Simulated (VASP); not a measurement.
# SiC (Fm-3m) in VASP: a series of runs

The runs below take SiC through single point, with LDA, PBE, HSE06, PBE-based screened hybrid.

All numbers are computed with VASP 6.6.1; they aren't measurements. Logs are shortened: lines on timing, memory, paths and dates and some standing lists are left out, and cuts for length are marked.

## (1) The cell of the first run

Symmetry: Fm-3m, No. 225, cubic system. The conventional cell has a = 4.028 Å, b = 4.028 Å, c = 4.028 Å, α = 90.00°, β = 90.00°, γ = 90.00°. Si (site symmetry m-3m) has 6 C at 2.01 Å within 2.7 Å. Within 2.7 Å of C (site symmetry m-3m) lie 6 Si at 2.01 Å.

## (2) Single point, LDA

The input, INCAR:

```
ALGO = Normal
EDIFF = 1E-6
ENCUT = 600
GGA = CA
GGA_COMPAT = F
ISIF = 2
ISMEAR = -1
LASPH = T
LCHARG = T
LELF = T
LREAL = F
LVHAR = T
LWAVE = F
NBANDS = 11
NELM = 120
PREC = Accurate
SIGMA = 0.02
```

The input, KPOINTS:

```
k-points
0
Gamma
  8 8 8
```

The input, POSCAR:

```
SiC
1.0
    0.0000000000      2.0138689999      2.0138689999
    2.0138689999      0.0000000000      2.0138689999
    2.0138689999      2.0138689999      0.0000000000
Si C
1 1
Direct
    0.0000000000      0.0000000000      0.0000000000
    0.5000000000      0.5000000000      0.5000000000
```

Potentials or basis: VASP PAW LDA potentials, release 64 (Si, C).

The run is started by

```
$ cat potpaw_LDA.64/Si/POTCAR potpaw_LDA.64/C/POTCAR > POTCAR
$ mpirun -np 1 vasp_std > vasp.out
```

OUTCAR:

```text
EDIFF = 1E-6
   ENCUT = 600
   GGA = CA
   ISIF = 2
   ISMEAR = -1
   LASPH = T
   LREAL = F
   NELM = 120
   PREC = Accurate

 ion  position               nearest neighbor table
   1  0.000  0.000  0.000-   2 2.01   2 2.01   2 2.01   2 2.01   2 2.01   2 2.01
   2  0.500  0.500  0.500-   1 2.01   1 2.01   1 2.01   1 2.01   1 2.01   1 2.01

  LATTYP: Found a face centered cubic cell.
 ALAT       =     4.0277379998

  Lattice vectors:

 A1 = (   0.0000000000,   2.0138689999,   2.0138689999)
 A2 = (   2.0138689999,   0.0000000000,   2.0138689999)
 A3 = (   2.0138689999,   2.0138689999,   0.0000000000)

Analysis of symmetry for initial positions (statically):
=====================================================================
 Subroutine PRICEL returns:
 Original cell was already a primitive cell.

 Routine SETGRP: Setting up the symmetry group for a
 face centered cubic supercell.

 Subroutine GETGRP returns: Found 48 space group operations
 (whereof 48 operations were pure point group operations)
 out of a pool of 48 trial point group operations.

The static configuration has the point symmetry O_h .

Analysis of symmetry for dynamics (positions and initial velocities):
=====================================================================
 Subroutine PRICEL returns:
 Original cell was already a primitive cell.

 Routine SETGRP: Setting up the symmetry group for a
 face centered cubic supercell.

 Subroutine GETGRP returns: Found 48 space group operations
 (whereof 48 operations were pure point group operations)
 out of a pool of 48 trial point group operations.

The dynamic configuration has the point symmetry O_h .

 Subroutine INISYM returns: Found 48 space group operations
 (whereof 48 operations are pure point group operations),
 and found     1 'primitive' translations

----------------------------------------------------------------------------------------

                                     Primitive cell

  volume of cell :      16.3352

  direct lattice vectors                    reciprocal lattice vectors
     0.000000000  2.013869000  2.013869000    -0.248278314  0.248278314  0.248278314
     2.013869000  0.000000000  2.013869000     0.248278314 -0.248278314  0.248278314
     2.013869000  2.013869000  0.000000000     0.248278314  0.248278314 -0.248278314

  length of vectors
     2.848040853  2.848040853  2.848040853     0.430030654  0.430030654  0.430030654

  position of ions in fractional coordinates (direct lattice)
     0.000000000  0.000000000  0.000000000
     0.500000000  0.500000000  0.500000000
[... 79 lines left out ...]
   EDIFFG = 0.1E-04   stopping-criterion for IOM
   NSW    =      0    number of steps for IOM
   IBRION =     -1    ionic relax: 0-MD 1-quasi-New 2-CG
   NFREE  =      0    steps in history (QN), initial steepest desc. (CG)
   ISIF   =      2    stress and relaxation
   ISYM   =      2    0-nonsym 1-usesym 2-fastsym
   POTIM  = 0.5000    time-step for ionic-motion
   TEBEG  =    0.0;   TEEND  =   0.0 temperature during run
   PSTRESS=    0.0 pullay stress
   NELECT =       8.0000    total number of electrons
   NUPDOWN=      -1.0000    fix difference up-down
   EMIN   =  10.00;   EMAX   =-10.00  energy-range for DOS
   EFERMI =   0.00;   METHOD = LEGACY
   ISMEAR =    -1;   SIGMA  =   0.02  broadening in eV -4-tet -1-fermi 0-gaus
   EFERMI_NEDOS =   21; number of points for ismear=-14 and -15
   IALGO  =     38    algorithm
   IMIX   =      4    mixing-type and parameters
     AMIX     =   0.40;   BMIX     =  1.00
     AMIX_MAG =   1.60;   BMIX_MAG =  1.00
  volume/ion in A,a.u.               =       8.17        55.12
  Fermi-wavevector in a.u.,A,eV,Ry     =   1.290418  2.438536 22.656116  1.665178
  Thomas-Fermi vector in A             =   2.422250
   LORBIT       =      0    0 simple, 1 ext, 2 COOP (PROOUT), +10 PAW based schemes
   GGA     = CA    functional components
   LHFCALC =     F    Hartree Fock is set to
   AEXX    =    0.0000 exact exchange contribution
   IVDW    =     0    specifies the selected vdW correction
   LEPSILON=     F    determine dielectric tensor
   LRPA    =     F    only Hartree local field effects (RPA)
 non-spin polarized calculation
  energy-cutoff  :      600.00
  volume of cell :       16.34
 maximum number of plane-waves:       560
   NGX = 11   NGY = 11   NGZ = 11

 number of electron       8.0000000 magnetization

 Free energy of the ion-electron system (eV)
  ---------------------------------------------------
  ext. energy  EPLUGINS =         0.00000000
  ---------------------------------------------------
  free energy    TOTEN  =       -15.29737113 eV

  energy without entropy =      -15.29671988  energy(sigma->0) =      -15.29704550

 E-fermi :  12.6678     XC(G=0): -12.8802

 val. band max:       12.6247187124   @ k =   0.0000   0.0000   0.0000
 cond. band min:      12.6867860191   @ k =  -0.1250   0.1250   0.0000
 fundamental gap:      0.0620673066
 Fermi energy:        12.6678097771

 k-point     1 :       0.0000    0.0000    0.0000
  band No.  band energies     occupation
      1      -5.9020      2.00000
      2      12.6247      1.79219
      3      12.6247      1.79219
      4      12.6247      1.79219
      5      20.4836      0.00000
      6      21.5641      0.00000
      7      21.5641      0.00000
      8      21.5641      0.00000
      9      25.3432      0.00000
     10      25.3432      0.00000
     11      25.3432      0.00000
[... 309 lines left out ...]
 k-point    24 :      -0.3750    0.2500    0.1250
  band No.  band energies     occupation
      1       0.2328      2.00000
      2       2.0184      2.00000
      3       7.8898      2.00000
      4       9.2998      2.00000
      5      16.6221      0.00000
      6      18.9846      0.00000
      7      22.4611      0.00000
      8      24.9319      0.00000
      9      26.9075      0.00000
     10      27.7048      0.00000
     11      31.4405      0.00000

 [... further k-points ...]
[... 5 lines left out ...]
  --------------------------------------------------------------------------------------
  -------------------------------------------------------------------------------------
  Total       -0.3180927     -0.3180927     -0.3180927     -0.0000000     -0.0000000     -0.0000000
  in kB      -31.1989966    -31.1989966    -31.1989966     -0.0000000     -0.0000000     -0.0000000
  external PRESSURE =     -31.1989966 kB  Pullay stress =       0.0000000 kB

 VOLUME and BASIS-vectors are now :
 -----------------------------------------------------------------------------
  energy-cutoff  :      600.00
  volume of cell :       16.34
      direct lattice vectors                 reciprocal lattice vectors
     0.000000000  2.013869000  2.013869000    -0.248278314  0.248278314  0.248278314
     2.013869000  0.000000000  2.013869000     0.248278314 -0.248278314  0.248278314
     2.013869000  2.013869000  0.000000000     0.248278314  0.248278314 -0.248278314

 POSITION                                       TOTAL-FORCE (eV/Angst)
 -----------------------------------------------------------------------------------
      0.00000      0.00000      0.00000        -0.000000      0.000000      0.000000
      2.01387      2.01387      2.01387         0.000000     -0.000000      0.000000
 -----------------------------------------------------------------------------------
    total drift:                               -0.000000     -0.000000      0.000000

  FREE ENERGIE OF THE ION-ELECTRON SYSTEM (eV)
  ---------------------------------------------------
  free  energy   TOTEN  =       -15.2973711254 eV

  energy  without entropy=      -15.2967198756  energy(sigma->0) =      -15.29704550
```

stdout:

```text
POSCAR found type information on POSCAR SiC
 POSCAR found :  2 types and       2 ions
 scaLAPACK will be used
 LDA part: xc-table for (Slater(with rela. corr.)+CA(PZ))
 , standard interpolation
 POSCAR, INCAR and KPOINTS ok, starting setup
 FFT: planning ... GRIDC
 FFT: planning ... GRID_SOFT
 FFT: planning ... GRID
 WAVECAR not read
 entering main loop
```

Run time: 8 s. Hardware: 1 thread of Intel Xeon 8259CL, shared host; peak memory 0.12 GiB.

What came out:

* Free energy: -15.2974 eV
* Pressure: -3.1 GPa
* Band gap on the k mesh: zero (band 4 reaches 12.69 eV, above the bottom of band 5 at 11.79 eV)

Levels at points of the mesh, in eV from the Fermi level:
```csv
k point,band 1,band 2,band 3,band 4,band 5,band 6,band 7,band 8
"(0.00, 0.00, 0.00)",-18.57,-0.04,-0.04,-0.04,7.82,8.90,8.90,8.90
"(0.50, 0.00, 0.00)",-13.29,-11.68,-1.12,-1.12,5.22,5.22,6.05,9.60
"(0.50, 0.50, 0.00)",-11.47,-9.96,-4.39,-4.39,-0.87,2.41,14.81,14.81
```

## (3) Single point, PBE

The input, INCAR:

```
PREC = Accurate
ENCUT = 600
EDIFF = 1E-6
ISMEAR = -1
SIGMA = 0.5
LREAL = F
LASPH = T
NELM = 120
ALGO = Normal
ISIF = 2
LWAVE = F
LCHARG = F
GGA = PE
NBANDS = 11
GGA_COMPAT = F
```

The input, KPOINTS:

```
Automatic mesh
0
Gamma
  8 8 8
```

POSCAR is that of step 2.

Potentials or basis: VASP PAW PBE potentials, release 64 (Si, C).

The run is started by

```
$ cat potpaw_PBE.64/Si/POTCAR potpaw_PBE.64/C/POTCAR > POTCAR
$ mpirun -np 1 vasp_std > vasp.out
```

OUTCAR:

```text
PREC = Accurate
   ENCUT = 600
   EDIFF = 1E-6
   ISMEAR = -1
   LREAL = F
   LASPH = T
   NELM = 120
   ISIF = 2
   GGA = PE

 ion  position               nearest neighbor table
   1  0.000  0.000  0.000-   2 2.01   2 2.01   2 2.01   2 2.01   2 2.01   2 2.01
   2  0.500  0.500  0.500-   1 2.01   1 2.01   1 2.01   1 2.01   1 2.01   1 2.01

  LATTYP: Found a face centered cubic cell.
 ALAT       =     4.0277379998

  Lattice vectors:

 A1 = (   0.0000000000,   2.0138689999,   2.0138689999)
 A2 = (   2.0138689999,   0.0000000000,   2.0138689999)
 A3 = (   2.0138689999,   2.0138689999,   0.0000000000)

Analysis of symmetry for initial positions (statically):
=====================================================================
 Subroutine PRICEL returns:
 Original cell was already a primitive cell.

 Routine SETGRP: Setting up the symmetry group for a
 face centered cubic supercell.

 Subroutine GETGRP returns: Found 48 space group operations
 (whereof 48 operations were pure point group operations)
 out of a pool of 48 trial point group operations.

The static configuration has the point symmetry O_h .

Analysis of symmetry for dynamics (positions and initial velocities):
=====================================================================
 Subroutine PRICEL returns:
 Original cell was already a primitive cell.

 Routine SETGRP: Setting up the symmetry group for a
 face centered cubic supercell.

 Subroutine GETGRP returns: Found 48 space group operations
 (whereof 48 operations were pure point group operations)
 out of a pool of 48 trial point group operations.

The dynamic configuration has the point symmetry O_h .

 Subroutine INISYM returns: Found 48 space group operations
 (whereof 48 operations are pure point group operations),
 and found     1 'primitive' translations

----------------------------------------------------------------------------------------

                                     Primitive cell

  volume of cell :      16.3352

  direct lattice vectors                    reciprocal lattice vectors
     0.000000000  2.013869000  2.013869000    -0.248278314  0.248278314  0.248278314
     2.013869000  0.000000000  2.013869000     0.248278314 -0.248278314  0.248278314
     2.013869000  2.013869000  0.000000000     0.248278314  0.248278314 -0.248278314

  length of vectors
     2.848040853  2.848040853  2.848040853     0.430030654  0.430030654  0.430030654

  position of ions in fractional coordinates (direct lattice)
     0.000000000  0.000000000  0.000000000
     0.500000000  0.500000000  0.500000000

  ion indices of the primitive-cell ions
   primitive index   ion index
                 1           1
                 2           2

----------------------------------------------------------------------------------------

 KPOINTS: Automatic mesh

Automatic generation of k-mesh.
 Grid dimensions read from file:
 generate k-points for:    8    8    8

 Generating k-lattice:

  Cartesian coordinates                     Fractional coordinates (reciprocal lattice)
    -0.031034789  0.031034789  0.031034789     0.125000000  0.000000000  0.000000000
     0.031034789 -0.031034789  0.031034789     0.000000000  0.125000000  0.000000000
     0.031034789  0.031034789 -0.031034789     0.000000000  0.000000000  0.125000000

  Length of vectors
     0.053753832  0.053753832  0.053753832

  Shift w.r.t. Gamma in fractional coordinates (k-lattice)
     0.000000000  0.000000000  0.000000000

 Subroutine IBZKPT returns following result:
 ===========================================

 Found     29 irreducible k-points:

 Following reciprocal coordinates:
            Coordinates               Weight
  0.000000  0.000000  0.000000      1.000000
  0.125000  0.000000  0.000000      8.000000
  0.250000  0.000000  0.000000      8.000000
  0.375000  0.000000  0.000000      8.000000
  0.500000  0.000000  0.000000      4.000000
  0.125000  0.125000  0.000000      6.000000
[... 16 lines left out ...]
  0.500000  0.250000  0.125000     48.000000
 -0.375000  0.250000  0.125000     24.000000
 [... further k-points ...]
   k-points           NKPTS =     29   k-points in BZ     NKDIM =     29   number of bands    NBANDS=     11
   number of dos      NEDOS =    301   number of ions     NIONS =      2
   total plane-waves  NPLWV =  13824
   dimension x,y,z NGX =    24 NGY =   24 NGZ =   24
   dimension x,y,z NGXF=    48 NGYF=   48 NGZF=   48
   ions per type =               1   1
   NGX,Y,Z   is equivalent  to a cutoff of  14.01, 14.01, 14.01 a.u.
   NGXF,Y,Z  is equivalent  to a cutoff of  28.02, 28.02, 28.02 a.u.
 SYSTEM =  unknown system
   PREC   = accura    normal or accurate (medium, high low for compatibility)
   ISTART =      0    job   : 0-new  1-cont  2-samecut
   ICHARG =      2    charge: 1-file 2-atom 10-const
   ISPIN  =      1    spin polarized calculation?
   LNONCOLLINEAR =      F non collinear calculations
   LSORBIT =      F    spin-orbit coupling
   LASPH  =      T    aspherical Exc in radial PAW
   ENCUT  =  600.0 eV  44.10 Ry    6.64 a.u.   5.69  5.69  5.69*2*pi/ulx,y,z
   NELM   =    120;   NELMIN=  2; NELMDL= -5     # of ELM steps
   EDIFF  = 0.1E-05   stopping-criterion for ELM
   LREAL  =      F    real-space projection
   EDIFFG = 0.1E-04   stopping-criterion for IOM
   NSW    =      0    number of steps for IOM
   IBRION =     -1    ionic relax: 0-MD 1-quasi-New 2-CG
   NFREE  =      0    steps in history (QN), initial steepest desc. (CG)
   ISIF   =      2    stress and relaxation
   ISYM   =      2    0-nonsym 1-usesym 2-fastsym
   POTIM  = 0.5000    time-step for ionic-motion
   TEBEG  =    0.0;   TEEND  =   0.0 temperature during run
   PSTRESS=    0.0 pullay stress
   NELECT =       8.0000    total number of electrons
   NUPDOWN=      -1.0000    fix difference up-down
   EMIN   =  10.00;   EMAX   =-10.00  energy-range for DOS
   EFERMI =   0.00;   METHOD = LEGACY
   ISMEAR =    -1;   SIGMA  =   0.50  broadening in eV -4-tet -1-fermi 0-gaus
   EFERMI_NEDOS =   21; number of points for ismear=-14 and -15
   IALGO  =     38    algorithm
   IMIX   =      4    mixing-type and parameters
     AMIX     =   0.40;   BMIX     =  1.00
     AMIX_MAG =   1.60;   BMIX_MAG =  1.00
  volume/ion in A,a.u.               =       8.17        55.12
  Fermi-wavevector in a.u.,A,eV,Ry     =   1.290418  2.438536 22.656116  1.665178
  Thomas-Fermi vector in A             =   2.422250
   LORBIT       =      0    0 simple, 1 ext, 2 COOP (PROOUT), +10 PAW based schemes
   GGA     = PE    functional components
   LHFCALC =     F    Hartree Fock is set to
   AEXX    =    0.0000 exact exchange contribution
   IVDW    =     0    specifies the selected vdW correction
   LEPSILON=     F    determine dielectric tensor
   LRPA    =     F    only Hartree local field effects (RPA)
 non-spin polarized calculation
  energy-cutoff  :      600.00
  volume of cell :       16.34
 maximum number of plane-waves:       560
   NGX = 11   NGY = 11   NGZ = 11

 number of electron       8.0000000 magnetization

 Free energy of the ion-electron system (eV)
  ---------------------------------------------------
  ext. energy  EPLUGINS =         0.00000000
  ---------------------------------------------------
  free energy    TOTEN  =       -13.67393414 eV

  energy without entropy =      -13.45060008  energy(sigma->0) =      -13.56226711

 E-fermi :  12.9298     XC(G=0): -12.7699

 val. band max:       12.6560728235   @ k =  -0.1250   0.1250   0.0000
 cond. band min:      12.9766932693   @ k =   0.5000   0.3750   0.0000
 fundamental gap:      0.3206204459
 Fermi energy:        12.9298411370

 k-point     1 :       0.0000    0.0000    0.0000
  band No.  band energies     occupation
      1      -6.0203      2.00000
      2      12.6067      1.31237
      3      12.6067      1.31237
      4      12.6067      1.31237
      5      20.3648      0.00000
      6      21.5955      0.00000
      7      21.5955      0.00000
      8      21.5955      0.00000
      9      25.5635      0.00000
     10      25.5635      0.00000
     11      25.5635      0.00000
[... 309 lines left out ...]
 k-point    24 :      -0.3750    0.2500    0.1250
  band No.  band energies     occupation
      1       0.0551      2.00000
      2       2.0076      2.00000
      3       7.8335      1.99993
      4       9.2889      1.99863
      5      16.6938      0.00108
      6      19.0355      0.00001
      7      22.5167      0.00000
      8      25.0132      0.00000
      9      27.1144      0.00000
     10      27.8076      0.00000
     11      31.6013      0.00000

 [... further k-points ...]
[... 5 lines left out ...]
  --------------------------------------------------------------------------------------
  -------------------------------------------------------------------------------------
  Total        1.0084294      1.0084294      1.0084294      0.0000000      0.0000000     -0.0000000
  in kB       98.9082299     98.9082299     98.9082299      0.0000000      0.0000000     -0.0000000
  external PRESSURE =      98.9082299 kB  Pullay stress =       0.0000000 kB

 VOLUME and BASIS-vectors are now :
 -----------------------------------------------------------------------------
  energy-cutoff  :      600.00
  volume of cell :       16.34
      direct lattice vectors                 reciprocal lattice vectors
     0.000000000  2.013869000  2.013869000    -0.248278314  0.248278314  0.248278314
     2.013869000  0.000000000  2.013869000     0.248278314 -0.248278314  0.248278314
     2.013869000  2.013869000  0.000000000     0.248278314  0.248278314 -0.248278314

 POSITION                                       TOTAL-FORCE (eV/Angst)
 -----------------------------------------------------------------------------------
      0.00000      0.00000      0.00000        -0.000000      0.000000     -0.000000
      2.01387      2.01387      2.01387         0.000000     -0.000000      0.000000
 -----------------------------------------------------------------------------------
    total drift:                               -0.000000     -0.000000      0.000000

  FREE ENERGIE OF THE ION-ELECTRON SYSTEM (eV)
  ---------------------------------------------------
  free  energy   TOTEN  =       -13.6739341374 eV

  energy  without entropy=      -13.4506000763  energy(sigma->0) =      -13.56226711
```

Wall time 8.7 s (1 thread of Intel Xeon 8259CL, shared host); peak memory 0.13 GiB.

What came out:

- Free energy: -13.6739 eV
- Pressure: 9.9 GPa
- Band gap on the k mesh: zero (band 4 reaches 12.66 eV, above the bottom of band 5 at 11.82 eV)

Levels at points of the mesh, in eV from the Fermi level:
| k point | band 1 | band 2 | band 3 | band 4 | band 5 | band 6 | band 7 | band 8 |
| --- | --- | --- | --- | --- | --- | --- | --- | --- |
| (0.00, 0.00, 0.00) | -18.95 | -0.32 | -0.32 | -0.32 | 7.43 | 8.67 | 8.67 | 8.67 |
| (0.50, 0.00, 0.00) | -13.72 | -11.96 | -1.42 | -1.42 | 5.06 | 5.06 | 5.70 | 9.50 |
| (0.50, 0.50, 0.00) | -11.92 | -10.25 | -4.67 | -4.67 | -1.11 | 2.18 | 14.76 | 14.76 |

(Continued in part 2 of 2.)
